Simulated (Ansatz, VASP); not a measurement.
# One calculation of InPd, two programs

```
In Pd
1.0
     0.00000    2.61119    2.61119
     2.61119    0.00000    2.61119
     2.61119    2.61119    0.00000
In Pd
1 1
Direct
  0.00000 0.00000 0.00000
  0.50000 0.50000 0.50000
```

Change from the starting cell: species swapped into the PrS type (Fm-3m, No. 225).

Alike in both runs: task relaxation of cell and atoms; functional PBE; k mesh 6 × 6 × 6; occupations gaussian, width 0.1 eV; no spin polarisation.

```csv
,VASP,Ansatz
version,VASP 6.6.1,Ansatz 0.2.0
potentials or method,"VASP PAW PBE potentials, release 64 (In_d, Pd), cutoff 600 eV","scalar-relativistic, plane waves, PAW"
valence electrons in the cell,23,31
```

Ansatz gave:

```
gap on the k mesh at the Fermi level, each at its own relaxed structure (eV) : none
relaxed volume (Å³/atom)                                                     : 20.68
relaxed length of the cell vector where the two differ most in proportion (Å)              : 3.882
```

Question: Which values does VASP return?

Answer: gap on the k mesh at the Fermi level, each at its own relaxed structure (eV): none; relaxed volume (Å³/atom): 20.79; relaxed length of the cell vector where the two differ most in proportion (Å): 3.888.

A gap of «none» marks a metal or a gap that the smearing closes. VASP's potentials hold 23 valence electrons a cell and Ansatz's 31, so a difference there can come from the potentials and not from the codes.

Noted on VASP's run: the volume moved by over 15 % at a fixed basis, so the end points are rough.
